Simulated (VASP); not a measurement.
# V (Im-3m) in VASP: a series of runs, part 2 of 2

VASP 6.6.1. Earlier steps stand in the parts before.

### 3 Relaxation of cell and atoms, PBEsol

This run uses another cell than the first one, of 13.26 Å³/atom, 1.024 times its volume.

INCAR

```
PREC     = Accurate       # precision mode
ENCUT    = 600            # plane-wave cutoff, eV
EDIFF    = 1E-6           # SCF threshold, eV
ISMEAR   = 0              # smearing method
SIGMA    = 0.1            # smearing width, eV
LREAL    = False          # projectors in reciprocal space
LASPH    = True           # aspherical terms in the spheres
NELM     = 80             # most SCF steps
ALGO     = Normal         # electronic algorithm
ISIF     = 3              # what is computed and relaxed
LWAVE    = False          # write WAVECAR
LCHARG   = False          # write CHGCAR
GGA      = PS             # functional
IBRION   = 2              # ionic algorithm
NSW      = 100            # ionic steps
EDIFFG   = -0.005         # ionic threshold
```

KPOINTS

```
regular mesh
0
Gamma
  20 20 20
```

POSCAR

```
V
1.0
   -1.4911995862      1.4911995862      1.4911995862
    1.4911995862     -1.4911995862      1.4911995862
    1.4911995862      1.4911995862     -1.4911995862
V
1
Direct
    0.0000000000      0.0000000000      0.0000000000
```

Potentials or basis: VASP PAW PBE potentials, release 64 (V_sv).

Command:

```bash
$ cat potpaw_PBE.64/V_sv/POTCAR > POTCAR
$ mpirun -np 1 vasp_std > vasp.out
```

OUTCAR:

```text
PREC = Accurate
   ENCUT = 600
   EDIFF = 1E-6
   ISMEAR = 0
   LREAL = False
   LASPH = True
   NELM = 80
   ISIF = 3
   GGA = PS
   IBRION = 2
   NSW = 100
   EDIFFG = -0.005

 ion  position               nearest neighbor table
   1  0.000  0.000  0.000-

  LATTYP: Found a body centered cubic cell.
 ALAT       =     2.9823991724

  Lattice vectors:

 A1 = (  -1.4911995862,   1.4911995862,   1.4911995862)
 A2 = (   1.4911995862,  -1.4911995862,   1.4911995862)
 A3 = (   1.4911995862,   1.4911995862,  -1.4911995862)

Analysis of symmetry for initial positions (statically):
=====================================================================
 Subroutine PRICEL returns:
 Original cell was already a primitive cell.

 Routine SETGRP: Setting up the symmetry group for a
 body centered cubic supercell.

 Subroutine GETGRP returns: Found 48 space group operations
 (whereof 48 operations were pure point group operations)
 out of a pool of 48 trial point group operations.

The static configuration has the point symmetry O_h .

Analysis of symmetry for dynamics (positions and initial velocities):
=====================================================================
 Subroutine PRICEL returns:
 Original cell was already a primitive cell.

 Routine SETGRP: Setting up the symmetry group for a
 body centered cubic supercell.

[... 143 lines left out ...]

 number of electron      12.9999997 magnetization

 Free energy of the ion-electron system (eV)
  ---------------------------------------------------
  ext. energy  EPLUGINS =         0.00000000
  ---------------------------------------------------
  free energy    TOTEN  =        -9.63526737 eV

  energy without entropy =       -9.62665722  energy(sigma->0) =       -9.63096230

 E-fermi :   9.7487     XC(G=0): -13.1432

 val. band max:        9.7458814310   @ k =  -0.2000   0.2500   0.0500
 cond. band min:       9.7499719266   @ k =  -0.2000   0.2500   0.1500
 fundamental gap:      0.0040904957
 Fermi energy:         9.7487155389

 k-point     1 :       0.0000    0.0000    0.0000
  band No.  band energies     occupation
      1     -53.7073      2.00000
      2     -27.0824      2.00000
      3     -27.0824      2.00000
      4     -27.0824      2.00000
      5       3.1230      2.00000
      6      10.1668      0.00000
      7      10.1668      0.00000
      8      10.1668      0.00000
      9      12.2103      0.00000
     10      12.2103      0.00000
[... 368 lines left out ...]
--------------------------------------- Ionic step        3  -------------------------------------------

 number of electron      12.9999997 magnetization

 Free energy of the ion-electron system (eV)
  ---------------------------------------------------
  ext. energy  EPLUGINS =         0.00000000
  ---------------------------------------------------
  free energy    TOTEN  =        -9.63943584 eV

  energy without entropy =       -9.63099632  energy(sigma->0) =       -9.63521608

 E-fermi :  10.0391     XC(G=0): -13.2701

 val. band max:       10.0362723903   @ k =   0.3000   0.0000   0.0000
 cond. band min:      10.0511097562   @ k =  -0.3500   0.4500   0.1500
 fundamental gap:      0.0148373659
 Fermi energy:        10.0390906866

 k-point     1 :       0.0000    0.0000    0.0000
  band No.  band energies     occupation
      1     -53.3913      2.00000
      2     -26.7258      2.00000
      3     -26.7258      2.00000
      4     -26.7258      2.00000
      5       3.3666      2.00000
      6      10.4612      0.00000
      7      10.4612      0.00000
      8      10.4612      0.00000
      9      12.5647      0.00000
     10      12.5647      0.00000
[... 327 lines left out ...]
  FREE ENERGIE OF THE ION-ELECTRON SYSTEM (eV)
  ---------------------------------------------------
  free  energy   TOTEN  =        -9.6394358382 eV

  energy  without entropy=       -9.6309963228  energy(sigma->0) =       -9.63521608

 reached required accuracy - stopping structural energy minimisation
```

It took 70 s on 1 thread of Intel Xeon Platinum 8375C at 2.90GHz (Ice Lake), shared host; peak memory 0.18 GiB.

What came out:

- Free energy: -9.6394 eV
- Relaxed volume: 12.96 Å³/atom
- Relaxed cell: a = 2.563 Å, b = 2.563 Å, c = 2.563 Å, α = 109.47°, β = 109.47°, γ = 109.47°
- Space group after relaxing (to 0.05 Å): Im-3m (No. 229)
- Energy gained by relaxing: 4.2 meV/atom
- Ionic steps: 3
- Pressure after relaxing: 0.0 GPa

The path:
```tsv
step	energy change (eV)	largest force (eV/Å)	pressure (GPa)	volume (Å³)
1	0.0000	0.0000	-4.37	13.26
2	0.0031	0.0000	6.24	12.58
3	-0.0042	0.0000	-0.04	12.96
```

Final structure:
```cif
data_structure
_symmetry_space_group_name_H-M 'P 1'
_symmetry_Int_Tables_number 1
_cell_length_a 2.5632
_cell_length_b 2.5632
_cell_length_c 2.5632
_cell_angle_alpha 109.471
_cell_angle_beta 109.471
_cell_angle_gamma 109.471
_cell_volume 12.96
loop_
_atom_site_label
_atom_site_type_symbol
_atom_site_fract_x
_atom_site_fract_y
_atom_site_fract_z
_atom_site_occupancy
V1 V 0.00000 0.00000 0.00000 1
```

Levels at points of the mesh, in eV from the Fermi level:
| k point | band 3 | band 4 | band 5 | band 6 | band 7 | band 8 | band 9 | band 10 |
| --- | --- | --- | --- | --- | --- | --- | --- | --- |
| (0.00, 0.00, 0.00) | -36.76 | -36.76 | -6.67 | 0.42 | 0.42 | 0.42 | 2.53 | 2.53 |
| (0.50, 0.00, 0.00) | -37.08 | -36.77 | -3.31 | -1.21 | 1.79 | 2.54 | 2.91 | 4.35 |
| (0.50, 0.50, 0.50) | -37.46 | -37.46 | -3.18 | -3.18 | 3.94 | 3.94 | 3.94 | 10.55 |

Caveat: the PAW data sets were made with another functional, which shifts forces and pressure a little.
